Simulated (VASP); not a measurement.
# Ti3H2 (P-6m2) in VASP: single point with PBE

Aim: the single point of Ti3H2 with PBE.

Everything below comes from runs of VASP 6.6.1. Logs are shortened: lines on timing, memory, paths and dates and some standing lists are left out, and cuts for length are marked.

### Step 1. The cell of the first run

It takes space group P-6m2 (No. 187, hexagonal). Conventional cell: a = 3.897 Å, b = 3.897 Å, c = 4.851 Å, α = 90.00°, β = 90.00°, γ = 120.00°. Within 3.0 Å of Ti (site symmetry -6m2) lie 3 Ti at 2.25 Å and 6 H at 2.50 Å. Ti (site symmetry -6m2) has 5 Ti at 2.25 to 2.43 Å and 6 H at 2.50 Å within 3.0 Å. Within 3.4 Å of Ti (site symmetry -6m2) lie 8 Ti at 2.43 to 3.31 Å and 6 H at 2.62 Å. H (site symmetry 3m) has 2 H at 2.16 to 2.69 Å and 9 Ti at 2.50 to 2.62 Å within 2.9 Å.

The cell was built from a structure type or drawn by symmetry, and may not be a known phase.

### Step 2. Single point, PBE

INCAR reads:

```
SYSTEM = Ti3H2
PREC = Accurate ; ENCUT = 500
EDIFF = 1E-6 ; ISMEAR = 0
SIGMA = 0.2 ; LREAL = .FALSE.
LASPH = .TRUE. ; NELM = 120
ALGO = Normal ; ISIF = 2
LWAVE = .FALSE. ; LCHARG = .FALSE.
GGA = PE ; NBANDS = 27
GGA_COMPAT = .FALSE.
```

KPOINTS reads:

```
Automatic mesh
0
G
  5 5 4
  0 0 0
```

POSCAR reads:

```
Ti3H2
1.0
    3.8968934185      0.0000000000      0.0000000000
   -1.9484467092      3.3748086962      0.0000000000
    0.0000000000      0.0000000000      4.8513175744
Ti H
3 2
Direct
    0.3333333333      0.6666666667      0.0000000000
    0.6666666667      0.3333333333      0.0000000000
    0.6666666667      0.3333333333      0.5000000000
    0.0000000000      0.0000000000      0.2223092671
    0.0000000000      0.0000000000      0.7776907329
```

Potentials or basis: VASP PAW PBE potentials, release 64 (Ti_sv, H).

The run is started by

```sh
$ cat potpaw_PBE.64/Ti_sv/POTCAR potpaw_PBE.64/H/POTCAR > POTCAR
$ mpirun -np 1 vasp_std > vasp.out
```

OUTCAR:

```text
SYSTEM = Ti3H2
   PREC = Accurate
   ENCUT = 500
   EDIFF = 1E-6
   ISMEAR = 0
   LREAL = .FALSE.
   LASPH = .TRUE.
   NELM = 120
   ISIF = 2
   GGA = PE

 ion  position               nearest neighbor table
   1  0.333  0.667  0.000-   2 2.25   2 2.25   2 2.25
   2  0.667  0.333  0.000-   1 2.25   1 2.25   1 2.25   3 2.43   3 2.43
   3  0.667  0.333  0.500-   2 2.43   2 2.43
   4  0.000  0.000  0.222-
   5  0.000  0.000  0.778-

  LATTYP: Found a hexagonal cell.
 ALAT       =     3.8968934185
 C/A-ratio  =     1.2449192352

  Lattice vectors:

 A1 = (   3.8968934185,   0.0000000000,   0.0000000000)
 A2 = (  -1.9484467092,   3.3748086962,   0.0000000000)
 A3 = (   0.0000000000,   0.0000000000,   4.8513175744)

Analysis of symmetry for initial positions (statically):
=====================================================================
 Subroutine PRICEL returns:
 Original cell was already a primitive cell.

 Routine SETGRP: Setting up the symmetry group for a
 hexagonal supercell.

 Subroutine GETGRP returns: Found 12 space group operations
 (whereof 12 operations were pure point group operations)
 out of a pool of 24 trial point group operations.

The static configuration has the point symmetry D_3h.

Analysis of symmetry for dynamics (positions and initial velocities):
=====================================================================
 Subroutine PRICEL returns:
 Original cell was already a primitive cell.

 Routine SETGRP: Setting up the symmetry group for a
 hexagonal supercell.

 Subroutine GETGRP returns: Found 12 space group operations
 (whereof 12 operations were pure point group operations)
 out of a pool of 24 trial point group operations.

The dynamic configuration has the point symmetry D_3h.

 Subroutine INISYM returns: Found 12 space group operations
 (whereof 12 operations are pure point group operations),
 and found     1 'primitive' translations

----------------------------------------------------------------------------------------

                                     Primitive cell

  volume of cell :      63.8010

  direct lattice vectors                    reciprocal lattice vectors
     3.896893418  0.000000000  0.000000000     0.256614665  0.148156546  0.000000000
    -1.948446709  3.374808696  0.000000000     0.000000000  0.296313092  0.000000000
     0.000000000  0.000000000  4.851317574     0.000000000  0.000000000  0.206129569

  length of vectors
     3.896893418  3.896893418  4.851317574     0.296313092  0.296313092  0.206129569

  position of ions in fractional coordinates (direct lattice)
     0.333333333  0.666666667  0.000000000
     0.666666667  0.333333333  0.000000000
     0.666666667  0.333333333  0.500000000
     0.000000000  0.000000000  0.222309267
     0.000000000  0.000000000  0.777690733

  ion indices of the primitive-cell ions
   primitive index   ion index
                 1           1
                 2           2
                 3           3
                 4           4
                 5           5

----------------------------------------------------------------------------------------

 KPOINTS: Automatic mesh

Automatic generation of k-mesh.
 Grid dimensions read from file:
 generate k-points for:    5    5    4

 Generating k-lattice:

  Cartesian coordinates                     Fractional coordinates (reciprocal lattice)
     0.051322933  0.029631309  0.000000000     0.200000000  0.000000000  0.000000000
     0.000000000  0.059262618  0.000000000     0.000000000  0.200000000  0.000000000
     0.000000000  0.000000000  0.051532392     0.000000000  0.000000000  0.250000000

  Length of vectors
     0.059262618  0.059262618  0.051532392

  Shift w.r.t. Gamma in fractional coordinates (k-lattice)
     0.000000000  0.000000000  0.000000000

 Subroutine IBZKPT returns following result:
 ===========================================

 Found     15 irreducible k-points:

 Following reciprocal coordinates:
            Coordinates               Weight
  0.000000  0.000000  0.000000      1.000000
  0.200000  0.000000  0.000000      6.000000
  0.400000  0.000000  0.000000      6.000000
  0.200000  0.200000  0.000000      6.000000
  0.400000  0.200000  0.000000      6.000000
  0.000000  0.000000  0.250000      2.000000
  0.200000  0.000000  0.250000     12.000000
  0.400000  0.000000  0.250000     12.000000
  0.200000  0.200000  0.250000     12.000000
  0.400000  0.200000  0.250000     12.000000
  0.000000  0.000000  0.500000      1.000000
  0.200000  0.000000  0.500000      6.000000
  0.400000  0.000000  0.500000      6.000000
  0.200000  0.200000  0.500000      6.000000
  0.400000  0.200000  0.500000      6.000000
   k-points           NKPTS =     15   k-points in BZ     NKDIM =     15   number of bands    NBANDS=     27
   number of dos      NEDOS =    301   number of ions     NIONS =      5
   total plane-waves  NPLWV =  28224
   dimension x,y,z NGX =    28 NGY =   28 NGZ =   36
   dimension x,y,z NGXF=    56 NGYF=   56 NGZF=   72
   ions per type =               3   2
   NGX,Y,Z   is equivalent  to a cutoff of  11.95, 11.95, 12.34 a.u.
   NGXF,Y,Z  is equivalent  to a cutoff of  23.89, 23.89, 24.67 a.u.
 SYSTEM =  Ti3H2
   PREC   = accura    normal or accurate (medium, high low for compatibility)
   ISTART =      0    job   : 0-new  1-cont  2-samecut
   ICHARG =      2    charge: 1-file 2-atom 10-const
   ISPIN  =      1    spin polarized calculation?
   LNONCOLLINEAR =      F non collinear calculations
   LSORBIT =      F    spin-orbit coupling
   LASPH  =      T    aspherical Exc in radial PAW
   ENCUT  =  500.0 eV  36.75 Ry    6.06 a.u.   7.10  7.10  8.85*2*pi/ulx,y,z
   NELM   =    120;   NELMIN=  2; NELMDL= -5     # of ELM steps
   EDIFF  = 0.1E-05   stopping-criterion for ELM
   LREAL  =      F    real-space projection
   EDIFFG = 0.1E-04   stopping-criterion for IOM
   NSW    =      0    number of steps for IOM
   IBRION =     -1    ionic relax: 0-MD 1-quasi-New 2-CG
   NFREE  =      0    steps in history (QN), initial steepest desc. (CG)
   ISIF   =      2    stress and relaxation
   ISYM   =      2    0-nonsym 1-usesym 2-fastsym
   POTIM  = 0.5000    time-step for ionic-motion
   TEBEG  =    0.0;   TEEND  =   0.0 temperature during run
   PSTRESS=    0.0 pullay stress
   NELECT =      38.0000    total number of electrons
   NUPDOWN=      -1.0000    fix difference up-down
   EMIN   =  10.00;   EMAX   =-10.00  energy-range for DOS
   EFERMI =   0.00;   METHOD = LEGACY
   ISMEAR =     0;   SIGMA  =   0.20  broadening in eV -4-tet -1-fermi 0-gaus
   EFERMI_NEDOS =   21; number of points for ismear=-14 and -15
   IALGO  =     38    algorithm
   IMIX   =      4    mixing-type and parameters
     AMIX     =   0.40;   BMIX     =  1.00
     AMIX_MAG =   1.60;   BMIX_MAG =  1.00
  volume/ion in A,a.u.               =      12.76        86.11
  Fermi-wavevector in a.u.,A,eV,Ry     =   1.377400  2.602909 25.813410  1.897232
  Thomas-Fermi vector in A             =   2.502557
   LORBIT       =      0    0 simple, 1 ext, 2 COOP (PROOUT), +10 PAW based schemes
   GGA     = PE    functional components
   LHFCALC =     F    Hartree Fock is set to
   AEXX    =    0.0000 exact exchange contribution
   IVDW    =     0    specifies the selected vdW correction
   LEPSILON=     F    determine dielectric tensor
   LRPA    =     F    only Hartree local field effects (RPA)
 non-spin polarized calculation
 Gauss-broadening in eV      SIGMA  =   0.20
  energy-cutoff  :      500.00
  volume of cell :       63.80
 maximum number of plane-waves:      1644
   NGX = 15   NGY = 15   NGZ = 17

 number of electron      37.9999989 magnetization

 Free energy of the ion-electron system (eV)
  ---------------------------------------------------
  ext. energy  EPLUGINS =         0.00000000
  ---------------------------------------------------
  free energy    TOTEN  =       -24.93868755 eV

  energy without entropy =      -24.81644634  energy(sigma->0) =      -24.87756695

 E-fermi :   6.6061     XC(G=0): -10.7604

 val. band max:        6.5575575010   @ k =   0.2000   0.2000   0.5000
 cond. band min:       6.6088513105   @ k =   0.2000   0.0000   0.5000
 fundamental gap:      0.0512938095
 Fermi energy:         6.6061408074

 k-point     1 :       0.0000    0.0000    0.0000
  band No.  band energies     occupation
      1     -50.4651      2.00000
      2     -49.8227      2.00000
      3     -48.8392      2.00000
      4     -26.9933      2.00000
      5     -26.8501      2.00000
      6     -26.8501      2.00000
[... 19 lines left out ...]
     26       8.5295      0.00000
     27      10.4257      0.00000

 k-point     2 :       0.2000    0.0000    0.0000
  band No.  band energies     occupation
      1     -50.4633      2.00000
      2     -49.7650      2.00000
      3     -48.9064      2.00000
      4     -26.9809      2.00000
      5     -26.8799      2.00000
      6     -26.8320      2.00000
[... 19 lines left out ...]
     26       9.1556      0.00000
     27      10.4143      0.00000

 k-point     3 :       0.4000    0.0000    0.0000
  band No.  band energies     occupation
      1     -50.4606      2.00000
      2     -49.6453      2.00000
      3     -49.0413      2.00000
      4     -26.9606      2.00000
      5     -26.9433      2.00000
      6     -26.8288      2.00000
[... 19 lines left out ...]
     26       9.7545      0.00000
     27      10.2917      0.00000

 k-point     4 :       0.2000    0.2000    0.0000
  band No.  band energies     occupation
      1     -50.4610      2.00000
      2     -49.6720      2.00000
      3     -49.0117      2.00000
      4     -26.9645      2.00000
      5     -26.9574      2.00000
      6     -26.8214      2.00000
[... 19 lines left out ...]
     26       9.4044      0.00000
     27      10.2215      0.00000
[... 246 lines left out ...]
      4     -26.8876      2.00000
      5     -26.8161      2.00000
      6     -26.7982      2.00000
[... 19 lines left out ...]
     26       9.6862      0.00000
     27       9.8347      0.00000

 k-point    14 :       0.2000    0.2000    0.5000
  band No.  band energies     occupation
      1     -50.4472      2.00000
      2     -49.6770      2.00000
      3     -49.0251      2.00000
      4     -26.9039      2.00000
      5     -26.8111      2.00000
      6     -26.7999      2.00000
[... 19 lines left out ...]
     26       9.4005      0.00000
     27      10.0228      0.00000

 k-point    15 :       0.4000    0.2000    0.5000
  band No.  band energies     occupation
      1     -50.4468      2.00000
      2     -49.5966      2.00000
      3     -49.1121      2.00000
      4     -26.9750      2.00000
      5     -26.8154      2.00000
      6     -26.8041      2.00000
[... 19 lines left out ...]
     26       9.3006      0.00000
     27       9.5821      0.00000

------------------------ aborting loop because EDIFF is reached ----------------------------------------

  FORCE on cell =-STRESS in cart. coord.  units (eV):
  Direction    XX          YY          ZZ          XY          YZ          ZX
  --------------------------------------------------------------------------------------
  -------------------------------------------------------------------------------------
  Total        0.3683901      0.3683901     -0.2443478      0.0000000     -0.0000000      0.0000000
  in kB        9.2510531      9.2510531     -6.1360885      0.0000000     -0.0000000      0.0000000
  external PRESSURE =       4.1220059 kB  Pullay stress =       0.0000000 kB

 VOLUME and BASIS-vectors are now :
 -----------------------------------------------------------------------------
  energy-cutoff  :      500.00
  volume of cell :       63.80
      direct lattice vectors                 reciprocal lattice vectors
     3.896893418  0.000000000  0.000000000     0.256614665  0.148156546  0.000000000
    -1.948446709  3.374808696  0.000000000     0.000000000  0.296313092  0.000000000
     0.000000000  0.000000000  4.851317574     0.000000000  0.000000000  0.206129569

 POSITION                                       TOTAL-FORCE (eV/Angst)
 -----------------------------------------------------------------------------------
     -0.00000      2.24987      0.00000        -0.000000     -0.000000      0.000000
      1.94845      1.12494      0.00000         0.000000     -0.000000      0.000000
      1.94845      1.12494      2.42566        -0.000000      0.000000      0.000000
      0.00000      0.00000      1.07849         0.000000     -0.000000      0.020311
      0.00000      0.00000      3.77282         0.000000     -0.000000     -0.020311
 -----------------------------------------------------------------------------------
    total drift:                               -0.000000      0.000000      0.000000

  FREE ENERGIE OF THE ION-ELECTRON SYSTEM (eV)
  ---------------------------------------------------
  free  energy   TOTEN  =       -24.9386875531 eV

  energy  without entropy=      -24.8164463396  energy(sigma->0) =      -24.87756695
```

It took 25 s on 1 thread of AMD EPYC 9R45 (Zen 5), shared host; peak memory 0.14 GiB.

What came out:

* Free energy: -24.9387 eV
* Pressure: 0.4 GPa
* Largest force: 0.020 eV/Å
* Band gap on the k mesh: zero (bands 19 and 20 overlap by 0.34 eV)

Forces on the atoms (eV/Å):
```
Ti   0.000  0.000  0.000
Ti   0.000  0.000  0.000
Ti   0.000  0.000  0.000
H    0.000  0.000  0.020
H    0.000  0.000 -0.020
```

Caveat: the k points lie up to 0.37 Å⁻¹ apart.
